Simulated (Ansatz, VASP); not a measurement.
Two plane-wave programs on CdInS2

INCAR

```
SYSTEM = CdInS2
ALGO = Normal ; EDIFF = 1E-6
ENCUT = 520 ; GGA = PE
ISIF = 2 ; ISMEAR = 0
LASPH = .TRUE. ; LCHARG = .TRUE.
LELF = .TRUE. ; LREAL = .FALSE.
LVHAR = .TRUE. ; LWAVE = .FALSE.
NBANDS = 26 ; NELM = 60
PREC = Accurate ; SIGMA = 0.15
```

Contents of KPOINTS:

```
k-points
0
G
  15 15 8
  0 0 0
```

Contents of POSCAR:

```
CdInS2
1.0
    4.1502875981      0.0000000000      0.0000000000
   -2.0751437990      3.5942544930      0.0000000000
    0.0000000000      0.0000000000      6.8728762625
Cd In S
1 1 2
Direct
    0.0000000000      0.0000000000      0.0000000000
    0.0000000000      0.0000000000      0.5000000000
    0.6666666667      0.3333333333      0.7578554487
    0.3333333333      0.6666666667      0.2421445513
```

Input for Ansatz:

```yaml
crystal:
  lattice:
    - [4.1502875981, 0.0, 0.0]
    - [-2.075143799, 3.594254493, 0.0]
    - [0.0, 0.0, 6.8728762625]
  atoms:
    - { symbol: Cd, position: [0.0, 0.0, 0.0] }
    - { symbol: In, position: [0.0, 0.0, 0.5] }
    - { symbol: S, position: [0.6666666667, 0.3333333333, 0.7578554487] }
    - { symbol: S, position: [0.3333333333, 0.6666666667, 0.2421445513] }
basis:
  ecutwfc: 420
kpoints:
  mp_grid: { grid: [15, 15, 8] }
hamiltonian:
  xc: pbe
scf:
  occupations: { method: gaussian, width: 0.15 }
output:
  forces: true
  stress: true
  eigenvalues: true
```

Alike in both runs: task single point; functional PBE; k mesh 15 × 15 × 8; occupations gaussian, width 0.15 eV; no spin polarisation.

|  | VASP | Ansatz |
| --- | --- | --- |
| version | VASP 6.6.1 | Ansatz 0.2.0 |
| potentials or method | VASP PAW PBE potentials, release 64 (Cd, In_d, S), cutoff 520 eV | scalar-relativistic, plane waves, PAW |
| valence electrons in the cell | 37 | 45 |

Ansatz gave:

| Item | Value |
| --- | --- |
| gap on the k mesh at the Fermi level (eV) | none |
| pressure (GPa) | -6.1 |
| traceless stress, the component that is largest in VASP (GPa) | 1.68 |
| rms of the force components (eV/Å) | 0.056 |

Task: What did VASP give for the same quantities?

Result: gap on the k mesh at the Fermi level (eV): none; pressure (GPa): -6.0; traceless stress, the component that is largest in VASP (GPa): 1.69; rms of the force components (eV/Å): 0.050.

Atom by atom the forces differ by 0.006 eV/Å (rms over components). A gap of «none» marks a metal or a gap that the smearing closes. The functional is the same, so the differences come from potentials, cutoffs and numerics. VASP's potentials hold 37 valence electrons a cell and Ansatz's 45, so a difference there can come from the potentials and not from the codes.
